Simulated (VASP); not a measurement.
# PbS (Pm-3m) in VASP: notebook, part 2 of 2

VASP 6.6.1. The steps go on from the part before.

**5. Single point, HSE06**

The input, POSCAR:

```
PbS
1.0
    3.6351320118      0.0000000000      0.0000000000
    0.0000000000      3.6351320118      0.0000000000
    0.0000000000      0.0000000000      3.6351320118
Pb S
1 1
Direct
    0.0000000000      0.0000000000      0.0000000000
    0.5000000000      0.5000000000      0.5000000000
```

The input, INCAR.step1:

```
  PREC = Accurate
  ENCUT = 520
  EDIFF = 1E-5
  ISMEAR = -1
  SIGMA = 0.02
  LREAL = F
  LASPH = T
  NELM = 100
  ALGO = Normal
  ISIF = 2
  LWAVE = T
  NBANDS = 17
  GGA = PE
```

The input, INCAR.step2:

```
  PREC = Accurate
  ENCUT = 520
  EDIFF = 1E-7
  ISMEAR = -1
  SIGMA = 0.02
  LREAL = F
  LASPH = T
  NELM = 100
  ALGO = Normal
  ISIF = 2
  LWAVE = F
  LCHARG = T
  GGA = PE
  LHFCALC = T
  HFSCREEN = 0.2079
  PRECFOCK = Normal
  LELF = T
  LVHAR = T
  NBANDS = 17
  ISTART = 1
```

The input, KPOINTS:

```
Automatic mesh
0
Gamma
  4 4 4
```

Potentials or basis: VASP PAW PBE potentials, release 64 (Pb_d, S).

Started as:

```
$ cat potpaw_PBE.64/Pb_d/POTCAR potpaw_PBE.64/S/POTCAR > POTCAR
$ cp INCAR.step1 INCAR
$ mpirun -np 1 vasp_std > vasp.out
$ cp INCAR.step2 INCAR
$ mpirun -np 1 vasp_std > vasp.out
```

OUTCAR:

```text
PREC = Accurate
   ENCUT = 520
   EDIFF = 1E-7
   ISMEAR = -1
   LREAL = F
   LASPH = T
   NELM = 100
   ISIF = 2
   GGA = PE
   LHFCALC = T
   HFSCREEN = 0.2079
   PRECFOCK = Normal
   ISTART = 1

 ion  position               nearest neighbor table
   1  0.000  0.000  0.000-   2 3.15   2 3.15   2 3.15   2 3.15   2 3.15   2 3.15   2 3.15   2 3.15

   2  0.500  0.500  0.500-   1 3.15   1 3.15   1 3.15   1 3.15   1 3.15   1 3.15   1 3.15   1 3.15

  LATTYP: Found a simple cubic cell.
 ALAT       =     3.6351320118

  Lattice vectors:

 A1 = (   3.6351320118,   0.0000000000,   0.0000000000)
 A2 = (   0.0000000000,   3.6351320118,   0.0000000000)
 A3 = (   0.0000000000,   0.0000000000,   3.6351320118)

Analysis of symmetry for initial positions (statically):
=====================================================================
 Subroutine PRICEL returns:
 Original cell was already a primitive cell.

[... 156 lines left out ...]
  ext. energy  EPLUGINS =         0.00000000
  ---------------------------------------------------
  free energy    TOTEN  =        -9.77858897 eV

  energy without entropy =       -9.77850260  energy(sigma->0) =       -9.77854579

 E-fermi :   5.8550     XC(G=0):  -8.4846

 val. band max:        5.7417307732   @ k =   0.5000   0.5000   0.5000
 cond. band min:       5.9683140164   @ k =   0.5000   0.0000   0.0000
 fundamental gap:      0.2265832432
 Fermi energy:         5.8550225912

 k-point     1 :       0.0000    0.0000    0.0000
  band No.  band energies     occupation
      1     -12.7547      2.00000
      2     -12.7547      2.00000
      3     -12.5391      2.00000
      4     -12.5391      2.00000
      5     -12.5391      2.00000
      6      -8.7682      2.00000
[... 177 lines left out ...]
      4     -12.4749      2.00000
      5     -12.4749      2.00000
      6      -6.2205      2.00000
[... 9 lines left out ...]
     16      21.0677      0.00000
     17      23.8800      0.00000

------------------------ aborting loop because EDIFF is reached ----------------------------------------

  FORCE on cell =-STRESS in cart. coord.  units (eV):
  Direction    XX          YY          ZZ          XY          YZ          ZX
  --------------------------------------------------------------------------------------
  -------------------------------------------------------------------------------------
  Total       -0.5213796     -0.5213796     -0.5213796      0.0000000      0.0000000     -0.0000000
  in kB      -17.3901797    -17.3901797    -17.3901797      0.0000000      0.0000000     -0.0000000
  external PRESSURE =     -17.3901797 kB  Pullay stress =       0.0000000 kB

 VOLUME and BASIS-vectors are now :
 -----------------------------------------------------------------------------
  energy-cutoff  :      520.00
  volume of cell :       48.04
      direct lattice vectors                 reciprocal lattice vectors
     3.635132012  0.000000000  0.000000000     0.275093173  0.000000000  0.000000000
     0.000000000  3.635132012  0.000000000     0.000000000  0.275093173  0.000000000
     0.000000000  0.000000000  3.635132012     0.000000000  0.000000000  0.275093173

 POSITION                                       TOTAL-FORCE (eV/Angst)
 -----------------------------------------------------------------------------------
      0.00000      0.00000      0.00000         0.000000      0.000000      0.000000
      1.81757      1.81757      1.81757         0.000000      0.000000      0.000000
 -----------------------------------------------------------------------------------
    total drift:                               -0.000004     -0.000001     -0.000001

  FREE ENERGIE OF THE ION-ELECTRON SYSTEM (eV)
  ---------------------------------------------------
  free  energy   TOTEN  =        -9.7785889683 eV

  energy  without entropy=       -9.7785026030  energy(sigma->0) =       -9.77854579
```

OUTCAR.step1:

```text
PREC = Accurate
   ENCUT = 520
   EDIFF = 1E-5
   ISMEAR = -1
   LREAL = F
[... 406 lines left out ...]
      0.00000      0.00000      0.00000         0.000000      0.000000      0.000000
      1.81757      1.81757      1.81757         0.000000      0.000000      0.000000
 -----------------------------------------------------------------------------------
    total drift:                               -0.000000      0.000000      0.000000

  FREE ENERGIE OF THE ION-ELECTRON SYSTEM (eV)
  ---------------------------------------------------
  free  energy   TOTEN  =        -8.1825858939 eV

  energy  without entropy=       -8.1824255312  energy(sigma->0) =       -8.18250571
```

OSZICAR.step1:

```text
N       E                     dE             d eps       ncg     rms          rms(c)
DAV:   1     0.159803571688E+03    0.15980E+03   -0.10018E+04   340   0.127E+03
DAV:   2     0.269486933131E+01   -0.15711E+03   -0.15085E+03   373   0.325E+02
DAV:   3    -0.861498138834E+01   -0.11310E+02   -0.11203E+02   425   0.890E+01
DAV:   4    -0.885866381611E+01   -0.24368E+00   -0.24354E+00   431   0.140E+01
DAV:   5    -0.886732331859E+01   -0.86595E-02   -0.86591E-02   486   0.265E+00    0.436E+00
DAV:   6    -0.819198172942E+01    0.67534E+00   -0.17013E+00   506   0.931E+00    0.314E+00
DAV:   7    -0.818595345746E+01    0.60283E-02   -0.12662E-01   382   0.188E+00    0.180E+00
DAV:   8    -0.818254816361E+01    0.34053E-02   -0.13200E-02   402   0.108E+00    0.253E-01
DAV:   9    -0.818250735189E+01    0.40812E-04   -0.10087E-03   453   0.225E-01    0.971E-02
DAV:  10    -0.818259315621E+01   -0.85804E-04   -0.17155E-04   394   0.935E-02    0.591E-02
DAV:  11    -0.818258589389E+01    0.72623E-05   -0.20202E-05   272   0.412E-02
   1 F= -.81825859E+01 E0= -.81825057E+01  d E =-.160363E-03
```

It took 6.8 min on 1 thread of Intel Xeon Platinum 8488C (Sapphire Rapids), shared host; peak memory 0.27 GiB.

What came out:

| Quantity | Value |
| --- | --- |
| Free energy | -9.7786 eV |
| Pressure | -1.7 GPa |
| Band gap on the k mesh | zero (bands 10 and 11 overlap by 0.23 eV) |

Levels at points of the mesh, in eV from the Fermi level:
| k point | band 6 | band 7 | band 8 | band 9 | band 10 | band 11 | band 12 | band 13 | band 14 | band 15 |
| --- | --- | --- | --- | --- | --- | --- | --- | --- | --- | --- |
| (0.00, 0.00, 0.00) | -14.62 | -7.02 | -1.84 | -1.84 | -1.84 | 6.23 | 6.23 | 7.71 | 7.71 | 7.71 |
| (0.50, 0.00, 0.00) | -13.21 | -9.80 | -0.60 | -0.60 | 0.11 | 0.90 | 4.74 | 4.74 | 7.57 | 10.23 |
| (0.50, 0.50, 0.00) | -12.34 | -7.65 | -4.98 | -4.98 | -0.36 | 5.15 | 5.15 | 7.00 | 8.12 | 10.51 |
| (0.50, 0.50, 0.50) | -12.08 | -6.15 | -2.73 | -2.73 | -2.73 | -0.11 | -0.11 | -0.11 | 15.21 | 15.21 |

Caveat: the k points lie up to 0.43 Å⁻¹ apart; the structure was generated, so it needn't be the stable form of PbS; the PAW data sets were made with another functional, which shifts forces and pressure a little; spin-orbit coupling is left out, which moves the levels of the heavy elements.

**6. Single point, PBE-based screened hybrid with 10 % exact exchange**

POSCAR is that of step 5.

The input, INCAR.step1:

```
SYSTEM = PbS
PREC = Accurate ; ENCUT = 520
EDIFF = 1E-5 ; ISMEAR = -1
SIGMA = 0.02 ; LREAL = .FALSE.
LASPH = .TRUE. ; NELM = 60
ALGO = Normal ; ISIF = 2
LWAVE = .TRUE. ; LCHARG = .FALSE.
NBANDS = 17 ; GGA = PE
```

The input, INCAR.step2:

```
SYSTEM = PbS
PREC = Accurate ; ENCUT = 520
EDIFF = 1E-6 ; ISMEAR = -1
SIGMA = 0.02 ; LREAL = .FALSE.
LASPH = .TRUE. ; NELM = 60
ALGO = Normal ; ISIF = 2
LWAVE = .FALSE. ; LCHARG = .FALSE.
GGA = PE ; LHFCALC = .TRUE.
AEXX = 0.1 ; HFSCREEN = 0.2078
PRECFOCK = Normal ; NBANDS = 17
ISTART = 1
```

The input, KPOINTS:

```
Automatic mesh
0
G
  4 4 4
  0 0 0
```

Potentials or basis: VASP PAW PBE potentials, release 64 (Pb_d, S).

Started as:

```
$ cat potpaw_PBE.64/Pb_d/POTCAR potpaw_PBE.64/S/POTCAR > POTCAR
$ cp INCAR.step1 INCAR
$ mpirun -np 1 vasp_std > vasp.out
$ cp INCAR.step2 INCAR
$ mpirun -np 1 vasp_std > vasp.out
```

Run time: 5.4 min. Hardware: 1 thread of Intel Xeon Platinum 8488C (Sapphire Rapids), shared host; peak memory 0.27 GiB.

Results (log left out):

* Free energy: -8.8083 eV
* Pressure: -0.7 GPa
* Band gap on the k mesh: zero (bands 10 and 11 overlap by 0.36 eV)

Levels at points of the mesh, in eV from the Fermi level:
| k point | band 6 | band 7 | band 8 | band 9 | band 10 | band 11 | band 12 | band 13 | band 14 | band 15 |
| --- | --- | --- | --- | --- | --- | --- | --- | --- | --- | --- |
| (0.00, 0.00, 0.00) | -13.64 | -6.68 | -1.55 | -1.55 | -1.55 | 5.93 | 5.93 | 7.21 | 7.21 | 7.21 |
| (0.50, 0.00, 0.00) | -12.27 | -9.22 | -0.37 | -0.37 | 0.15 | 0.71 | 4.42 | 4.42 | 7.19 | 9.82 |
| (0.50, 0.50, 0.00) | -11.44 | -7.28 | -4.55 | -4.55 | -0.16 | 4.76 | 4.76 | 6.54 | 7.74 | 10.06 |
| (0.50, 0.50, 0.50) | -11.19 | -5.88 | -2.39 | -2.39 | -2.39 | -0.21 | -0.21 | -0.21 | 14.56 | 14.56 |

Caveat: the k points lie up to 0.43 Å⁻¹ apart; the structure was generated, so it needn't be the stable form of PbS; the PAW data sets were made with another functional, which shifts forces and pressure a little; spin-orbit coupling is left out, which moves the levels of the heavy elements.

**7. Single point, PBE-based screened hybrid with 20 % exact exchange**

POSCAR is that of step 6.

The input, INCAR.step1:

```
SYSTEM = PbS
PREC = Accurate ; ENCUT = 520
EDIFF = 1E-5 ; ISMEAR = -1
SIGMA = 0.02 ; LREAL = .False.
LASPH = .True. ; NELM = 80
ALGO = Normal ; ISIF = 2
LWAVE = .True. ; LCHARG = .False.
GGA = PE ; NBANDS = 17
```

The input, INCAR.step2:

```
SYSTEM = PbS
PREC = Accurate ; ENCUT = 520
EDIFF = 1E-6 ; ISMEAR = -1
SIGMA = 0.02 ; LREAL = .False.
LASPH = .True. ; NELM = 80
ALGO = Normal ; ISIF = 2
LWAVE = .False. ; LCHARG = .False.
GGA = PE ; LHFCALC = .True.
AEXX = 0.2 ; HFSCREEN = 0.5
PRECFOCK = Normal ; ISTART = 1
NBANDS = 17
```

The input, KPOINTS:

```
Automatic mesh
0
Gamma
  4 4 4
  0 0 0
```

Potentials or basis: VASP PAW PBE potentials, release 64 (Pb_d, S).

Started as:

```
$ cat potpaw_PBE.64/Pb_d/POTCAR potpaw_PBE.64/S/POTCAR > POTCAR
$ cp INCAR.step1 INCAR
$ mpirun -np 1 vasp_std > vasp.out
$ cp INCAR.step2 INCAR
$ mpirun -np 1 vasp_std > vasp.out
```

OUTCAR:

```text
SYSTEM = PbS
   PREC = Accurate
   ENCUT = 520
   EDIFF = 1E-6
   ISMEAR = -1
   LREAL = .False.
   LASPH = .True.
   NELM = 80
   ISIF = 2
   GGA = PE
   LHFCALC = .True.
   AEXX = 0.2
   HFSCREEN = 0.5
   PRECFOCK = Normal
   ISTART = 1

 ion  position               nearest neighbor table
   1  0.000  0.000  0.000-   2 3.15   2 3.15   2 3.15   2 3.15   2 3.15   2 3.15   2 3.15   2 3.15

   2  0.500  0.500  0.500-   1 3.15   1 3.15   1 3.15   1 3.15   1 3.15   1 3.15   1 3.15   1 3.15

  LATTYP: Found a simple cubic cell.
[... 383 lines left out ...]

  FORCE on cell =-STRESS in cart. coord.  units (eV):
  Direction    XX          YY          ZZ          XY          YZ          ZX
  --------------------------------------------------------------------------------------
  -------------------------------------------------------------------------------------
  Total       -0.2572139     -0.2572139     -0.2572139      0.0000000     -0.0000000     -0.0000000
  in kB       -8.5791532     -8.5791532     -8.5791532      0.0000000     -0.0000000     -0.0000000
  external PRESSURE =      -8.5791532 kB  Pullay stress =       0.0000000 kB

 VOLUME and BASIS-vectors are now :
 -----------------------------------------------------------------------------
  energy-cutoff  :      520.00
  volume of cell :       48.04
      direct lattice vectors                 reciprocal lattice vectors
     3.635132012  0.000000000  0.000000000     0.275093173  0.000000000  0.000000000
     0.000000000  3.635132012  0.000000000     0.000000000  0.275093173  0.000000000
     0.000000000  0.000000000  3.635132012     0.000000000  0.000000000  0.275093173

 POSITION                                       TOTAL-FORCE (eV/Angst)
 -----------------------------------------------------------------------------------
      0.00000      0.00000      0.00000         0.000000      0.000000      0.000000
      1.81757      1.81757      1.81757         0.000000      0.000000      0.000000
 -----------------------------------------------------------------------------------
    total drift:                               -0.000003     -0.000003     -0.000004

  FREE ENERGIE OF THE ION-ELECTRON SYSTEM (eV)
  ---------------------------------------------------
  free  energy   TOTEN  =        -8.8054879547 eV

  energy  without entropy=       -8.8054656709  energy(sigma->0) =       -8.80547681
```

OUTCAR.step1:

```text
SYSTEM = PbS
   PREC = Accurate
   ENCUT = 520
   EDIFF = 1E-5
   ISMEAR = -1
   LREAL = .False.
[... 406 lines left out ...]
      0.00000      0.00000      0.00000         0.000000      0.000000      0.000000
      1.81757      1.81757      1.81757         0.000000      0.000000      0.000000
 -----------------------------------------------------------------------------------
    total drift:                               -0.000000      0.000000      0.000000

  FREE ENERGIE OF THE ION-ELECTRON SYSTEM (eV)
  ---------------------------------------------------
  free  energy   TOTEN  =        -8.1825858939 eV

  energy  without entropy=       -8.1824255312  energy(sigma->0) =       -8.18250571
```

OSZICAR.step1:

```text
N       E                     dE             d eps       ncg     rms          rms(c)
DAV:   1     0.159803571688E+03    0.15980E+03   -0.10018E+04   340   0.127E+03
DAV:   2     0.269486933131E+01   -0.15711E+03   -0.15085E+03   373   0.325E+02
DAV:   3    -0.861498138834E+01   -0.11310E+02   -0.11203E+02   425   0.890E+01
DAV:   4    -0.885866381611E+01   -0.24368E+00   -0.24354E+00   431   0.140E+01
DAV:   5    -0.886732331859E+01   -0.86595E-02   -0.86591E-02   486   0.265E+00    0.436E+00
DAV:   6    -0.819198172942E+01    0.67534E+00   -0.17013E+00   506   0.931E+00    0.314E+00
DAV:   7    -0.818595345746E+01    0.60283E-02   -0.12662E-01   382   0.188E+00    0.180E+00
DAV:   8    -0.818254816361E+01    0.34053E-02   -0.13200E-02   402   0.108E+00    0.253E-01
DAV:   9    -0.818250735189E+01    0.40812E-04   -0.10087E-03   453   0.225E-01    0.971E-02
DAV:  10    -0.818259315621E+01   -0.85804E-04   -0.17155E-04   394   0.935E-02    0.591E-02
DAV:  11    -0.818258589389E+01    0.72623E-05   -0.20202E-05   272   0.412E-02
   1 F= -.81825859E+01 E0= -.81825057E+01  d E =-.160363E-03
```

Wall time 9.3 min (1 thread of Intel Xeon Platinum 8488C (Sapphire Rapids), shared host); peak memory 0.28 GiB.

What came out:

```
Free energy            : -8.8055 eV
Pressure               : -0.9 GPa
Band gap on the k mesh : zero (bands 10 and 11 overlap by 0.37 eV)
```

Caveat: the k points lie up to 0.43 Å⁻¹ apart; the structure was generated, so it needn't be the stable form of PbS; the PAW data sets were made with another functional, which shifts forces and pressure a little; spin-orbit coupling is left out, which moves the levels of the heavy elements.

**8. Summary**

| level | spin | k mesh | smearing | grid for exact exchange (PRECFOCK) | share of exact exchange | screening parameter | gap on the mesh (eV) | pressure (GPa) |
| --- | --- | --- | --- | --- | --- | --- | --- | --- |
| r2SCAN | off | 6 × 6 × 6 | gaussian 0.2 eV | - | - | - | none | 0.0 |
| r2SCAN | collinear, zero start | 6 × 6 × 6 | fermi-dirac 0.02 eV | - | - | - | none | 0.0 |
| HSE06 | off | 4 × 4 × 4 | fermi-dirac 0.02 eV | Normal | 0.25 | 0.2079 1/Å | none | -1.7 |
| PBE-based screened hybrid with 10 % exact exchange | off | 4 × 4 × 4 | fermi-dirac 0.02 eV | Normal | 0.1 | 0.2078 1/Å | none | -0.7 |
| PBE-based screened hybrid with 20 % exact exchange | off | 4 × 4 × 4 | fermi-dirac 0.02 eV | Normal | 0.2 | 0.5 1/Å | none | -0.9 |

Alike in all rows: task single point; potentials or basis VASP PAW PBE potentials, release 64 (Pb_d, S); cell as given; cutoff (eV) 520.

Caveats: some runs use coarse meshes; the structure was generated, so it needn't be the stable form of PbS; the PAW data sets were made with another functional, which shifts forces and pressure a little; spin-orbit coupling is left out, which moves the levels of the heavy elements; semilocal functionals underestimate gaps, and a narrow one can read as zero (at least some runs).

Absolute energies hang on the potentials; compare differences alone.

The gap in the log of VASP goes by the Fermi energy; the results here count the filled bands.